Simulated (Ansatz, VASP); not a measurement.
**One calculation of Rh, two programs**

```
Rh
1.0
     2.35531    0.00000    0.00000
     0.00000    2.35531    0.00000
     0.00000    0.00000    2.35531
Rh
1
Direct
  0.00000 0.00000 0.00000
```

Change from the starting cell: volume scaled by 0.8, crystal datasets.

Alike in both runs: task single point; functional PBE; k mesh 15 × 15 × 15; occupations fermi-dirac, width 0.1 eV; no spin polarisation.

|  | VASP | Ansatz |
| --- | --- | --- |
| version | VASP 6.6.1 | Ansatz 0.2.0 |
| potentials or method | VASP PAW PBE potentials, release 64 (Rh_pv), cutoff 500 eV | all-electron PAW with datasets made for the crystal, scalar-relativistic |

Ansatz gave:

| Quantity | Value |
| --- | --- |
| pressure (GPa) | 70.9 |

Q: Estimate VASP's values.

A: Pressure (GPa): 71.5.

Both programs put the cell under a high pressure, so it lies far from rest at this level. Ansatz ran all-electron here, and VASP with PAW potentials.

Noted on VASP's run: the cell as given lies far from equilibrium.
